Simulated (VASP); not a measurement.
## WC: single point with LDA

The system is WC.

```xyz
2
Lattice="0.0000 2.1927 2.1927 2.1927 0.0000 2.1927 2.1927 2.1927 0.0000" Properties=species:S:1:pos:R:3 pbc="T T T"
W     0.0000    0.0000    0.0000
C     2.1927    2.1927    2.1927
```

```json
{
  "Program": "VASP 6.6.1",
  "Task": "single point",
  "Functional": "LDA",
  "Potentials or basis": "VASP PAW LDA potentials, release 64 (W_sv, C_h)",
  "Cutoff": "1300 eV",
  "k mesh": "7 × 7 × 7",
  "Occupations": "methfessel-paxton, width 0.1 eV",
  "Spin": "no spin polarisation",
  "Dipole correction": "no",
  "Further INCAR settings": "ALGO = Normal; EDIFF = 1e-06; NBANDS = 16"
}
```

* Pressure: -14.3 GPa
* Band gap on the k mesh: zero (bands 9 and 10 overlap by 2.73 eV)

Levels at points of the mesh, in eV from the Fermi level:
| k point | band 7 | band 8 | band 9 | band 10 | band 11 | band 12 |
| --- | --- | --- | --- | --- | --- | --- |
| (0.00, 0.00, 0.00) | -2.48 | -2.48 | -0.72 | -0.72 | -0.72 | -0.71 |

It took 10 s on 1 thread of Intel(R) Xeon(R) 6975P-C (Granite Rapids), on a shared host, peak memory 0.2 GiB.

Caveat: the cell stands under tension; spin-orbit coupling is left out, which moves the levels of the heavy elements.
